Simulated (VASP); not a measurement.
# RbSrCl3 (P4/mmm) in VASP: notebook, part 2 of 2

VASP 6.6.1. The steps go on from the part before.

## Step 5: Single point, LDA

This run uses another cell than the first one, of the same volume but with other edges.

Input file INCAR:

```
SYSTEM = RbSrCl3
ALGO = Normal
EDIFF = 1E-6
ENCUT = 520
GGA = CA
ISIF = 2
ISMEAR = 0
LASPH = .TRUE.
LCHARG = .FALSE.
LREAL = .FALSE.
LWAVE = .FALSE.
NBANDS = 28
NELM = 80
PREC = Accurate
SIGMA = 0.05
```

Input file KPOINTS:

```
k-points
0
G
  6 6 6
  0 0 0
```

Input file POSCAR:

```
RbSrCl3
1.0
    5.3604272955      0.0000000000      0.0000000000
    0.0000000000      5.3604272955      0.0000000000
    0.0000000000      0.0000000000      6.4325127546
Rb Sr Cl
1 1 3
Direct
    0.5000000000      0.5000000000      0.5000000000
    0.0000000000      0.0000000000      0.0000000000
    0.5000000000      0.0000000000      0.0000000000
    0.0000000000      0.5000000000      0.0000000000
    0.0000000000      0.0000000000      0.5000000000
```

Potentials or basis: VASP PAW LDA potentials, release 64 (Rb_sv, Sr_sv, Cl).

Started as:

```console
$ cat potpaw_LDA.64/Rb_sv/POTCAR potpaw_LDA.64/Sr_sv/POTCAR potpaw_LDA.64/Cl/POTCAR > POTCAR
$ mpirun -np 1 vasp_std > vasp.out
```

OUTCAR:

```text
SYSTEM = RbSrCl3
   EDIFF = 1E-6
   ENCUT = 520
   GGA = CA
   ISIF = 2
   ISMEAR = 0
   LASPH = .TRUE.
   LREAL = .FALSE.
   NELM = 80
   PREC = Accurate

 ion  position               nearest neighbor table
   1  0.500  0.500  0.500-   5 3.79   5 3.79   5 3.79   5 3.79   4 4.19   3 4.19   4 4.19   3 4.19
                             4 4.19   3 4.19   4 4.19   3 4.19   2 4.97   2 4.97   2 4.97   2 4.97
   2  0.000  0.000  0.000-   3 2.68   4 2.68   4 2.68   3 2.68   5 3.22   5 3.22   1 4.97   1 4.97
                             1 4.97   1 4.97   1 4.97   1 4.97   1 4.97   1 4.97
   3  0.500  0.000  0.000-   2 2.68   2 2.68   1 4.19   1 4.19   1 4.19   1 4.19
   4  0.000  0.500  0.000-   2 2.68   2 2.68   1 4.19   1 4.19   1 4.19   1 4.19
   5  0.000  0.000  0.500-   2 3.22   2 3.22   1 3.79   1 3.79   1 3.79   1 3.79

  LATTYP: Found a simple tetragonal cell.
 ALAT       =     5.3604272955
 C/A-ratio  =     1.2000000000

  Lattice vectors:

 A1 = (   5.3604272955,   0.0000000000,   0.0000000000)
 A2 = (   0.0000000000,   5.3604272955,   0.0000000000)
 A3 = (   0.0000000000,   0.0000000000,   6.4325127546)

Analysis of symmetry for initial positions (statically):
=====================================================================
 Subroutine PRICEL returns:
 Original cell was already a primitive cell.

 Routine SETGRP: Setting up the symmetry group for a
 simple tetragonal supercell.

 Subroutine GETGRP returns: Found 16 space group operations
 (whereof 16 operations were pure point group operations)
 out of a pool of 16 trial point group operations.

The static configuration has the point symmetry D_4h.

Analysis of symmetry for dynamics (positions and initial velocities):
=====================================================================
 Subroutine PRICEL returns:
 Original cell was already a primitive cell.

 Routine SETGRP: Setting up the symmetry group for a
 simple tetragonal supercell.

 Subroutine GETGRP returns: Found 16 space group operations
 (whereof 16 operations were pure point group operations)
 out of a pool of 16 trial point group operations.

The dynamic configuration has the point symmetry D_4h.

 Subroutine INISYM returns: Found 16 space group operations
 (whereof 16 operations are pure point group operations),
 and found     1 'primitive' translations

----------------------------------------------------------------------------------------

                                     Primitive cell

  volume of cell :     184.8330

  direct lattice vectors                    reciprocal lattice vectors
     5.360427296  0.000000000  0.000000000     0.186552292  0.000000000  0.000000000
     0.000000000  5.360427296  0.000000000     0.000000000  0.186552292  0.000000000
     0.000000000  0.000000000  6.432512755     0.000000000  0.000000000  0.155460244

  length of vectors
     5.360427296  5.360427296  6.432512755     0.186552292  0.186552292  0.155460244

  position of ions in fractional coordinates (direct lattice)
     0.500000000  0.500000000  0.500000000
     0.000000000  0.000000000  0.000000000
     0.500000000  0.000000000  0.000000000
     0.000000000  0.500000000  0.000000000
     0.000000000  0.000000000  0.500000000

  ion indices of the primitive-cell ions
   primitive index   ion index
                 1           1
                 2           2
                 3           3
[... 25 lines left out ...]
 ===========================================

 Found     40 irreducible k-points:

 Following reciprocal coordinates:
            Coordinates               Weight
  0.000000  0.000000  0.000000      1.000000
  0.166667  0.000000  0.000000      4.000000
  0.333333  0.000000  0.000000      4.000000
  0.500000  0.000000  0.000000      2.000000
  0.166667  0.166667  0.000000      4.000000
  0.333333  0.166667  0.000000      8.000000
[... 16 lines left out ...]
  0.333333  0.000000  0.333333      8.000000
  0.500000  0.000000  0.333333      4.000000
 [... further k-points ...]
   k-points           NKPTS =     40   k-points in BZ     NKDIM =     40   number of bands    NBANDS=     28
   number of dos      NEDOS =    301   number of ions     NIONS =      5
   total plane-waves  NPLWV =  76800
   dimension x,y,z NGX =    40 NGY =   40 NGZ =   48
   dimension x,y,z NGXF=    80 NGYF=   80 NGZF=   96
   ions per type =               1   1   3
   NGX,Y,Z   is equivalent  to a cutoff of  12.41, 12.41, 12.41 a.u.
   NGXF,Y,Z  is equivalent  to a cutoff of  24.81, 24.81, 24.81 a.u.
 SYSTEM =  RbSrCl3
   PREC   = accura    normal or accurate (medium, high low for compatibility)
   ISTART =      0    job   : 0-new  1-cont  2-samecut
   ICHARG =      2    charge: 1-file 2-atom 10-const
   ISPIN  =      1    spin polarized calculation?
   LNONCOLLINEAR =      F non collinear calculations
   LSORBIT =      F    spin-orbit coupling
   LASPH  =      T    aspherical Exc in radial PAW
   ENCUT  =  520.0 eV  38.22 Ry    6.18 a.u.   9.97  9.97 11.96*2*pi/ulx,y,z
   NELM   =     80;   NELMIN=  2; NELMDL= -5     # of ELM steps
   EDIFF  = 0.1E-05   stopping-criterion for ELM
   LREAL  =      F    real-space projection
   EDIFFG = 0.1E-04   stopping-criterion for IOM
   NSW    =      0    number of steps for IOM
   IBRION =     -1    ionic relax: 0-MD 1-quasi-New 2-CG
   NFREE  =      0    steps in history (QN), initial steepest desc. (CG)
   ISIF   =      2    stress and relaxation
   ISYM   =      2    0-nonsym 1-usesym 2-fastsym
   POTIM  = 0.5000    time-step for ionic-motion
   TEBEG  =    0.0;   TEEND  =   0.0 temperature during run
   PSTRESS=    0.0 pullay stress
   NELECT =      40.0000    total number of electrons
   NUPDOWN=      -1.0000    fix difference up-down
   EMIN   =  10.00;   EMAX   =-10.00  energy-range for DOS
   EFERMI =   0.00;   METHOD = LEGACY
   ISMEAR =     0;   SIGMA  =   0.05  broadening in eV -4-tet -1-fermi 0-gaus
   EFERMI_NEDOS =   21; number of points for ismear=-14 and -15
   IALGO  =     38    algorithm
   IMIX   =      4    mixing-type and parameters
     AMIX     =   0.40;   BMIX     =  1.00
     AMIX_MAG =   1.60;   BMIX_MAG =  1.00
  volume/ion in A,a.u.               =      36.97       249.46
  Fermi-wavevector in a.u.,A,eV,Ry     =   0.982883  1.857379 13.144021  0.966058
  Thomas-Fermi vector in A             =   2.113999
   LORBIT       =      0    0 simple, 1 ext, 2 COOP (PROOUT), +10 PAW based schemes
   GGA     = CA    functional components
   LHFCALC =     F    Hartree Fock is set to
   AEXX    =    0.0000 exact exchange contribution
   IVDW    =     0    specifies the selected vdW correction
   LEPSILON=     F    determine dielectric tensor
   LRPA    =     F    only Hartree local field effects (RPA)
 non-spin polarized calculation
 Gauss-broadening in eV      SIGMA  =   0.05
  energy-cutoff  :      520.00
  volume of cell :      184.83
 maximum number of plane-waves:      5012
 NGX is ok and might be reduce to    40

 number of electron      39.9999989 magnetization

 Free energy of the ion-electron system (eV)
  ---------------------------------------------------
  ext. energy  EPLUGINS =         0.00000000
  ---------------------------------------------------
  free energy    TOTEN  =       -20.29856146 eV

  energy without entropy =      -20.29856146  energy(sigma->0) =      -20.29856146

 E-fermi :  -1.4864     XC(G=0):  -7.6680

 val. band max:       -1.7869403400   @ k =   0.5000   0.5000   0.5000
 cond. band min:       2.2246953572   @ k =   0.0000   0.0000   0.0000
 fundamental gap:      4.0116356972
 Fermi energy:        -1.4864494806

 k-point     1 :       0.0000    0.0000    0.0000
  band No.  band energies     occupation
      1     -33.8717      2.00000
      2     -26.6846      2.00000
      3     -16.2020      2.00000
      4     -16.2020      2.00000
      5     -16.0609      2.00000
      6     -14.5167      2.00000
[... 733 lines left out ...]
     27       6.0947      0.00000
     28       6.4982      0.00000

 [... further k-points ...]
[... 5 lines left out ...]
  --------------------------------------------------------------------------------------
  -------------------------------------------------------------------------------------
  Total        1.1975834      1.1975834     -5.0514752      0.0000000     -0.0000000      0.0000000
  in kB       10.3809443     10.3809443    -43.7874176      0.0000000     -0.0000000      0.0000000
  external PRESSURE =      -7.6751764 kB  Pullay stress =       0.0000000 kB

 VOLUME and BASIS-vectors are now :
 -----------------------------------------------------------------------------
  energy-cutoff  :      520.00
  volume of cell :      184.83
      direct lattice vectors                 reciprocal lattice vectors
     5.360427296  0.000000000  0.000000000     0.186552292  0.000000000  0.000000000
     0.000000000  5.360427296  0.000000000     0.000000000  0.186552292  0.000000000
     0.000000000  0.000000000  6.432512755     0.000000000  0.000000000  0.155460244

 POSITION                                       TOTAL-FORCE (eV/Angst)
 -----------------------------------------------------------------------------------
      2.68021      2.68021      3.21626         0.000000      0.000000      0.000000
      0.00000      0.00000      0.00000         0.000000      0.000000      0.000000
      2.68021      0.00000      0.00000         0.000000      0.000000      0.000000
      0.00000      2.68021      0.00000         0.000000      0.000000      0.000000
      0.00000      0.00000      3.21626         0.000000      0.000000      0.000000
 -----------------------------------------------------------------------------------
    total drift:                                0.000000      0.000000     -0.000000

  FREE ENERGIE OF THE ION-ELECTRON SYSTEM (eV)
  ---------------------------------------------------
  free  energy   TOTEN  =       -20.2985614641 eV

  energy  without entropy=      -20.2985614641  energy(sigma->0) =      -20.29856146
```

OSZICAR:

```text
N       E                     dE             d eps       ncg     rms          rms(c)
DAV:   1     0.272178508402E+03    0.27218E+03   -0.17637E+04  2240   0.123E+03
DAV:   2     0.349357137758E+01   -0.26868E+03   -0.26143E+03  2892   0.247E+02
DAV:   3    -0.204881955644E+02   -0.23982E+02   -0.23904E+02  3112   0.750E+01
DAV:   4    -0.212455021927E+02   -0.75731E+00   -0.75603E+00  3584   0.119E+01
DAV:   5    -0.212619941900E+02   -0.16492E-01   -0.16490E-01  3124   0.147E+00    0.221E+01
DAV:   6    -0.204811228028E+02    0.78087E+00   -0.14577E+00  2612   0.466E+00    0.143E+01
DAV:   7    -0.203282836809E+02    0.15284E+00   -0.83895E-01  3008   0.377E+00    0.138E+00
DAV:   8    -0.203035173081E+02    0.24766E-01   -0.14525E-01  2880   0.149E+00    0.383E-01
DAV:   9    -0.202995797955E+02    0.39375E-02   -0.86721E-03  3028   0.425E-01    0.154E-01
DAV:  10    -0.202987346554E+02    0.84514E-03   -0.13382E-03  3680   0.172E-01    0.893E-02
DAV:  11    -0.202985703167E+02    0.16434E-03   -0.49304E-04  3064   0.112E-01    0.321E-02
DAV:  12    -0.202985621873E+02    0.81294E-05   -0.84324E-05  3176   0.359E-02    0.139E-02
DAV:  13    -0.202985614641E+02    0.72322E-06   -0.73313E-06  3012   0.111E-02
   1 F= -.20298561E+02 E0= -.20298561E+02  d E =-.131168E-18
```

Wall time 3.8 min (1 thread of Oxide Virtual Turin-like, shared host); peak memory 0.31 GiB.

What came out:

```
Free energy            : -20.2986 eV
Pressure               : -0.8 GPa
Band gap on the k mesh : 4.01 eV (least direct gap 4.26 eV)
```

Caveat: the stress differs along the axes, from -4 to 1 GPa. A k mesh can miss the band edges.

## Step 6: The runs side by side

| cell | gap on the mesh (eV) | pressure (GPa) |
| --- | --- | --- |
| a = 6.394, b = 6.394, c = 4.521 Å, 5 atoms | 2.74 | 5.3 |
| a = 5.075, b = 5.075, c = 7.176 Å, 5 atoms | 3.67 | 2.8 |
| a = 6.013, b = 6.013, c = 5.111 Å, 5 atoms | 4.14 | -0.8 |
| a = 5.360, b = 5.360, c = 6.433 Å, 5 atoms | 4.01 | -0.8 |

Alike in all rows: task single point; level LDA; potentials or basis VASP PAW LDA potentials, release 64 (Rb_sv, Sr_sv, Cl); no spin polarisation; k mesh 6 × 6 × 6; cutoff (eV) 520; smearing gaussian 0.05 eV.

Caveats: the stress differs along the axes, from -5 to 26 GPa (at least some runs); the stress differs along the axes, from -4 to 6 GPa (at least some runs); the stress differs along the axes, from -4 to 5 GPa (at least some runs); the stress differs along the axes, from -4 to 1 GPa (at least some runs).

Absolute energies hang on the potentials; compare differences alone.
